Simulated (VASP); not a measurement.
# Tc12H (a cell with a defect) in VASP: single point with LDA

Aim: the single point of Tc12H (a cell with a defect) with LDA.

All numbers are computed with VASP 6.6.1; they aren't measurements. Logs are shortened: lines on timing, memory, paths and dates and some standing lists are left out, and cuts for length are marked.

## 1. The cell of the first run

The cell holds a defect, 13 atoms: a = 5.480 Å, b = 8.220 Å, c = 4.395 Å, α = 90.00°, β = 90.00°, γ = 120.00°.

## 2. Single point, LDA

The input, INCAR:

```
SYSTEM = Tc12H
ALGO = Normal
EDIFF = 1E-6
ENCUT = 520
ISIF = 2
ISMEAR = -1
LASPH = .TRUE.
LCHARG = .FALSE.
LREAL = .FALSE.
LWAVE = .FALSE.
NBANDS = 90
NELM = 80
PREC = Accurate
SIGMA = 0.05
```

The input, KPOINTS:

```
k-points
0
G
  2 2 2
  0 0 0
```

The input, POSCAR:

```
Tc12H
1.0
    5.4800000000      0.0000000000      0.0000000000
   -4.1100000000      7.1187290000      0.0000000000
    0.0000000000      0.0000000000      4.3949600000
Tc H
12 1
Direct
   -0.0015447101     -0.0066282708     -0.0211731495
    0.1770555832      0.2274400909      0.5200951590
   -0.0031971456      0.3318345700     -0.0233001398
    0.1717796928      0.5605344650      0.5183833915
   -0.0068908540      0.6606622821     -0.0212790017
    0.1716724379      0.8927361006      0.5181927465
    0.4895066938     -0.0057756120     -0.0193849781
    0.6681159341      0.2283027669      0.5218909163
    0.4949194222      0.3289508491     -0.0174794443
    0.6734496830      0.5609964967      0.5219600096
    0.4948194726      0.6611663454     -0.0177251890
    0.6697694409      0.8898293013      0.5240046410
    0.8333779492      0.1109051147      0.2504064386
```

Potentials or basis: VASP PAW LDA potentials, release 64 (Tc_pv, H).

On the command line:

```
$ cat potpaw_LDA.64/Tc_pv/POTCAR potpaw_LDA.64/H/POTCAR > POTCAR
$ mpirun -np 1 vasp_std > vasp.out
```

OUTCAR:

```text
SYSTEM = Tc12H
   EDIFF = 1E-6
   ENCUT = 520
   ISIF = 2
   ISMEAR = -1
   LASPH = .TRUE.
   LREAL = .FALSE.
   NELM = 80
   PREC = Accurate

 ion  position               nearest neighbor table
   1  0.998  0.993  0.979-  13 2.01  12 2.54   6 2.54   2 2.62   7 2.69   5 2.72   9 2.74  11 2.75
                             3 2.79   7 2.79   6 2.83  12 2.86   2 2.90
   2  0.177  0.227  0.520-  13 2.02   9 2.53   3 2.57   1 2.62   8 2.69  10 2.73   6 2.74   4 2.75
                            12 2.78   8 2.79   9 2.80   3 2.87   1 2.90
   3  0.997  0.332  0.977-  13 1.98   8 2.54   2 2.57   4 2.59   5 2.71  11 2.72   9 2.74   9 2.74
                             7 2.78   1 2.79   8 2.86   2 2.87   4 2.88
   4  0.172  0.561  0.518-  11 2.55   5 2.56   3 2.59  12 2.72   6 2.73  10 2.73   8 2.75  10 2.75
                             2 2.75  11 2.81   5 2.84   3 2.88
   5  0.993  0.661  0.979-  10 2.52   4 2.56   6 2.61   3 2.71   1 2.72   9 2.73   7 2.73  11 2.73
                            11 2.75  10 2.83   4 2.84   6 2.89
   6  0.172  0.893  0.518-   7 2.53   1 2.54   5 2.61  10 2.73   4 2.73   2 2.74  12 2.74   8 2.74
                            12 2.74   7 2.80   1 2.83   5 2.89
   7  0.490  0.994  0.981-  13 2.02   6 2.53  12 2.57   8 2.62   1 2.69   5 2.73   9 2.74  11 2.75
                             3 2.78   1 2.79   6 2.80  12 2.87   8 2.90
   8  0.668  0.228  0.522-  13 2.01   3 2.54   9 2.54   7 2.62   2 2.69  10 2.72   6 2.74   4 2.75
                            12 2.79   2 2.79   9 2.83   3 2.86   7 2.90
   9  0.495  0.329  0.983-   2 2.53   8 2.54  10 2.61   5 2.73  11 2.73   7 2.74   3 2.74   1 2.74
                             3 2.74   2 2.80   8 2.83  10 2.89
  10  0.673  0.561  0.522-   5 2.52  11 2.56   9 2.61  12 2.71   8 2.72   6 2.73   2 2.73   4 2.73
                             4 2.75   5 2.83  11 2.84   9 2.89
  11  0.495  0.661  0.982-   4 2.55  10 2.56  12 2.59   3 2.72   9 2.73   5 2.73   1 2.75   5 2.75
                             7 2.75   4 2.81  10 2.84  12 2.88
  12  0.670  0.890  0.524-  13 1.98   1 2.54   7 2.57  11 2.59  10 2.71   4 2.72   6 2.74   6 2.74
                             2 2.78   8 2.79   1 2.86   7 2.87  11 2.88
  13  0.833  0.111  0.250-   3 1.98  12 1.98   8 2.01   1 2.01   2 2.02   7 2.02

  LATTYP: Found a simple monoclinic cell.
 ALAT       =     5.4800000000
 B/A-ratio  =     0.8020000000
 C/A-ratio  =     1.3228756879
 COS(beta)  =    -0.1889822319

  Lattice vectors:

 A1 = (   5.4800000000,   0.0000000000,   0.0000000000)
 A2 = (   0.0000000000,   0.0000000000,   4.3949600000)
 A3 = (  -1.3700000000,  -7.1187290000,   0.0000000000)

Analysis of symmetry for initial positions (statically):
=====================================================================
 Subroutine PRICEL returns:
 Original cell was already a primitive cell.

 Routine SETGRP: Setting up the symmetry group for a
 simple monoclinic supercell.

 Subroutine GETGRP returns: Found  1 space group operations
 (whereof  1 operations were pure point group operations)
 out of a pool of  4 trial point group operations.

The static configuration has the point symmetry C_1 .

Analysis of symmetry for dynamics (positions and initial velocities):
=====================================================================
 Subroutine PRICEL returns:
 Original cell was already a primitive cell.

 Routine SETGRP: Setting up the symmetry group for a
 simple monoclinic supercell.

 Subroutine GETGRP returns: Found  1 space group operations
 (whereof  1 operations were pure point group operations)
 out of a pool of  4 trial point group operations.

The dynamic configuration has the point symmetry C_1 .

 Subroutine INISYM returns: Found  1 space group operations
 (whereof  1 operations are pure point group operations),
 and found     1 'primitive' translations

----------------------------------------------------------------------------------------

                                     Primitive cell

  volume of cell :     171.4502

  direct lattice vectors                    reciprocal lattice vectors
     5.480000000  0.000000000  0.000000000     0.182481752  0.105355886  0.000000000
    -4.110000000  7.118729000  0.000000000     0.000000000  0.140474514  0.000000000
     0.000000000  0.000000000  4.394960000     0.000000000  0.000000000  0.227533356

  length of vectors
     5.480000000  8.220000157  4.394960000     0.210711776  0.140474514  0.227533356

  position of ions in fractional coordinates (direct lattice)
     0.998455290  0.993371729  0.978826850
     0.177055583  0.227440091  0.520095159
     0.996802854  0.331834570  0.976699860
     0.171779693  0.560534465  0.518383392
     0.993109146  0.660662282  0.978720998
     0.171672438  0.892736101  0.518192746
     0.489506694  0.994224388  0.980615022
     0.668115934  0.228302767  0.521890916
     0.494919422  0.328950849  0.982520556
     0.673449683  0.560996497  0.521960010
     0.494819473  0.661166345  0.982274811
     0.669769441  0.889829301  0.524004641
     0.833377949  0.110905115  0.250406439

  ion indices of the primitive-cell ions
   primitive index   ion index
                 1           1
                 2           2
                 3           3
                 4           4
                 5           5
                 6           6
                 7           7
                 8           8
                 9           9
                10          10
                11          11
                12          12
                13          13

----------------------------------------------------------------------------------------

 KPOINTS: k-points

Automatic generation of k-mesh.
 Grid dimensions read from file:
 generate k-points for:    2    2    2

 Generating k-lattice:

  Cartesian coordinates                     Fractional coordinates (reciprocal lattice)
     0.091240876  0.052677943  0.000000000     0.500000000  0.000000000  0.000000000
     0.000000000  0.070237257  0.000000000     0.000000000  0.500000000  0.000000000
     0.000000000  0.000000000  0.113766678     0.000000000  0.000000000  0.500000000

  Length of vectors
     0.105355888  0.070237257  0.113766678

  Shift w.r.t. Gamma in fractional coordinates (k-lattice)
     0.000000000  0.000000000  0.000000000

 Subroutine IBZKPT returns following result:
 ===========================================

 Found      8 irreducible k-points:

 Following reciprocal coordinates:
            Coordinates               Weight
  0.000000  0.000000  0.000000      1.000000
  0.500000  0.000000  0.000000      1.000000
  0.000000  0.500000  0.000000      1.000000
  0.500000  0.500000  0.000000      1.000000
  0.000000  0.000000  0.500000      1.000000
  0.500000  0.000000  0.500000      1.000000
  0.000000  0.500000  0.500000      1.000000
  0.500000  0.500000  0.500000      1.000000
   k-points           NKPTS =      8   k-points in BZ     NKDIM =      8   number of bands    NBANDS=     90
   number of dos      NEDOS =    301   number of ions     NIONS =     13
   total plane-waves  NPLWV =  96768
   dimension x,y,z NGX =    42 NGY =   64 NGZ =   36
   dimension x,y,z NGXF=    84 NGYF=  128 NGZF=   72
   ions per type =              12   1
   NGX,Y,Z   is equivalent  to a cutoff of  12.74, 12.94, 13.62 a.u.
   NGXF,Y,Z  is equivalent  to a cutoff of  25.48, 25.89, 27.24 a.u.
 SYSTEM =  Tc12H
   PREC   = accura    normal or accurate (medium, high low for compatibility)
   ISTART =      0    job   : 0-new  1-cont  2-samecut
   ICHARG =      2    charge: 1-file 2-atom 10-const
   ISPIN  =      1    spin polarized calculation?
   LNONCOLLINEAR =      F non collinear calculations
   LSORBIT =      F    spin-orbit coupling
   LASPH  =      T    aspherical Exc in radial PAW
   ENCUT  =  520.0 eV  38.22 Ry    6.18 a.u.  10.19 15.28  8.17*2*pi/ulx,y,z
   NELM   =     80;   NELMIN=  2; NELMDL= -5     # of ELM steps
   EDIFF  = 0.1E-05   stopping-criterion for ELM
   LREAL  =      F    real-space projection
[... 7 lines left out ...]
   TEBEG  =    0.0;   TEEND  =   0.0 temperature during run
   PSTRESS=    0.0 pullay stress
   NELECT =     157.0000    total number of electrons
   NUPDOWN=      -1.0000    fix difference up-down
   EMIN   =  10.00;   EMAX   =-10.00  energy-range for DOS
   EFERMI =   0.00;   METHOD = LEGACY
   ISMEAR =    -1;   SIGMA  =   0.05  broadening in eV -4-tet -1-fermi 0-gaus
   EFERMI_NEDOS =   21; number of points for ismear=-14 and -15
   IALGO  =     38    algorithm
   IMIX   =      4    mixing-type and parameters
     AMIX     =   0.40;   BMIX     =  1.00
     AMIX_MAG =   1.60;   BMIX_MAG =  1.00
  volume/ion in A,a.u.               =      13.19        89.00
  Fermi-wavevector in a.u.,A,eV,Ry     =   1.589750  3.004191 34.386057  2.527304
  Thomas-Fermi vector in A             =   2.688551
   LORBIT       =      0    0 simple, 1 ext, 2 COOP (PROOUT), +10 PAW based schemes
   GGA     = CA    functional components
   LHFCALC =     F    Hartree Fock is set to
   AEXX    =    0.0000 exact exchange contribution
   IVDW    =     0    specifies the selected vdW correction
   LEPSILON=     F    determine dielectric tensor
   LRPA    =     F    only Hartree local field effects (RPA)
 non-spin polarized calculation
  energy-cutoff  :      520.00
  volume of cell :      171.45
 maximum number of plane-waves:      4640
 NGX is ok and might be reduce to    42
   NGX = 21   NGY = 31   NGZ = 17

 number of electron     157.0000005 magnetization

 Free energy of the ion-electron system (eV)
  ---------------------------------------------------
  ext. energy  EPLUGINS =         0.00000000
  ---------------------------------------------------
  free energy    TOTEN  =      -144.56459148 eV

  energy without entropy =     -144.49765292  energy(sigma->0) =     -144.53112220

 E-fermi :  12.5561     XC(G=0): -14.0667

 val. band max:       12.4991401716   @ k =   0.0000   0.0000   0.5000
 cond. band min:      12.5713621236   @ k =   0.5000   0.5000   0.0000
 fundamental gap:      0.0722219520
 Fermi energy:        12.5560512314

 k-point     1 :       0.0000    0.0000    0.0000
  band No.  band energies     occupation
      1     -26.6742      2.00000
      2     -26.5467      2.00000
      3     -26.4252      2.00000
      4     -26.4170      2.00000
      5     -26.3862      2.00000
      6     -26.3714      2.00000
[... 82 lines left out ...]
     89      14.6554      0.00000
     90      15.0178      0.00000

 k-point     2 :       0.5000    0.0000    0.0000
  band No.  band energies     occupation
      1     -26.4678      2.00000
      2     -26.4465      2.00000
      3     -26.4008      2.00000
      4     -26.3932      2.00000
      5     -26.3637      2.00000
      6     -26.3549      2.00000
[... 547 lines left out ...]
     89      14.8395      0.00000
     90      14.8723      0.00000

 k-point     8 :       0.5000    0.5000    0.5000
  band No.  band energies     occupation
      1     -26.4717      2.00000
      2     -26.4516      2.00000
      3     -26.4263      2.00000
      4     -26.4201      2.00000
      5     -26.4033      2.00000
      6     -26.3732      2.00000
[... 82 lines left out ...]
     89      15.1215      0.00000
     90      15.1347      0.00000

------------------------ aborting loop because EDIFF is reached ----------------------------------------

  FORCE on cell =-STRESS in cart. coord.  units (eV):
  Direction    XX          YY          ZZ          XY          YZ          ZX
  --------------------------------------------------------------------------------------
  -------------------------------------------------------------------------------------
  Total       -4.5935986     -6.6346485     -1.8875590      0.7721300      0.7254379      1.0467716
  in kB      -42.9265198    -61.9998381    -17.6389684      7.2154444      6.7791133      9.7819300
  external PRESSURE =     -40.8551088 kB  Pullay stress =       0.0000000 kB

 VOLUME and BASIS-vectors are now :
 -----------------------------------------------------------------------------
  energy-cutoff  :      520.00
  volume of cell :      171.45
      direct lattice vectors                 reciprocal lattice vectors
     5.480000000  0.000000000  0.000000000     0.182481752  0.105355886  0.000000000
    -4.110000000  7.118729000  0.000000000     0.000000000  0.140474514  0.000000000
     0.000000000  0.000000000  4.394960000     0.000000000  0.000000000  0.227533356

 POSITION                                       TOTAL-FORCE (eV/Angst)
 -----------------------------------------------------------------------------------
      1.38878      7.07154      4.30190        -0.011844     -0.026454      0.046417
      0.03549      1.61908      2.28580        -0.013905      0.038380     -0.022660
      4.09864      2.36224      4.29256         0.008681      0.024167      0.018622
     -1.36244      3.99029      2.27827         0.011570      0.012711     -0.021938
      2.72692      4.70308      4.30144         0.012395     -0.010788      0.043815
     -2.72838      6.35515      2.27744         0.002736     -0.006657     -0.048516
     -1.40377      7.07761      4.30976         0.014755     -0.037291      0.023367
      2.72295      1.62523      2.29369         0.012183      0.026115     -0.046341
      1.36017      2.34171      4.31814        -0.003007      0.005756      0.048169
      1.38481      3.99358      2.29399        -0.011612      0.012055     -0.044009
     -0.00578      4.70666      4.31706        -0.012254     -0.014103      0.023040
      0.01314      6.33445      2.30298        -0.009060     -0.022463     -0.019644
      4.11109      0.78950      1.10053        -0.000636     -0.001428     -0.000322
 -----------------------------------------------------------------------------------
    total drift:                                0.000024      0.000080     -0.000081

  FREE ENERGIE OF THE ION-ELECTRON SYSTEM (eV)
  ---------------------------------------------------
  free  energy   TOTEN  =      -144.5645914797 eV

  energy  without entropy=     -144.4976529235  energy(sigma->0) =     -144.53112220
```

Run time: 1.8 min. Hardware: 1 thread of Intel Xeon 6975P-C (Granite Rapids), shared host; peak memory 0.27 GiB.

What came out:

* Free energy: -144.5646 eV
* Pressure: -4.1 GPa
* Largest force: 0.055 eV/Å
* Band gap on the k mesh: zero (an odd number of electrons rules out a gap without spin polarisation)

Forces on the atoms (eV/Å):
```
Tc  -0.012 -0.026  0.046
Tc  -0.014  0.038 -0.023
Tc   0.009  0.024  0.019
Tc   0.012  0.013 -0.022
Tc   0.012 -0.011  0.044
Tc   0.003 -0.007 -0.049
Tc   0.015 -0.037  0.023
Tc   0.012  0.026 -0.046
Tc  -0.003  0.006  0.048
Tc  -0.012  0.012 -0.044
Tc  -0.012 -0.014  0.023
Tc  -0.009 -0.022 -0.020
H   -0.001 -0.001  0.000
```

Stress tensor (GPa, compression positive):
```
-4.29  0.72  0.98
 0.72 -6.20  0.68
 0.98  0.68 -1.76
```

Levels at points of the mesh, in eV from the Fermi level:
```tsv
k point	band 75	band 76	band 77	band 78	band 79	band 80	band 81	band 82
(0.00, 0.00, 0.00)	-0.45	-0.40	-0.35	-0.34	0.02	0.37	1.40	1.44
(0.50, 0.00, 0.00)	-0.50	-0.45	-0.18	-0.14	0.27	0.27	0.59	0.63
(0.00, 0.50, 0.00)	-0.52	-0.49	-0.44	-0.38	-0.38	-0.27	0.20	0.26
(0.50, 0.50, 0.00)	-0.60	-0.59	-0.40	-0.32	-0.07	0.02	0.07	0.09
(0.00, 0.00, 0.50)	-0.16	-0.06	0.02	0.45	0.54	0.65	0.74	0.89
(0.50, 0.00, 0.50)	-0.60	-0.58	-0.44	-0.33	-0.29	-0.24	0.23	0.26
(0.00, 0.50, 0.50)	-0.23	-0.17	0.66	0.75	0.84	0.86	0.92	1.33
(0.50, 0.50, 0.50)	-0.77	-0.73	-0.69	-0.64	-0.51	-0.43	0.24	0.28
```

Caveat: the k points lie up to 0.71 Å⁻¹ apart, too coarse for converged energies and pressures of a metal.

The gap in the log of VASP goes by the Fermi energy; the results here count the filled bands.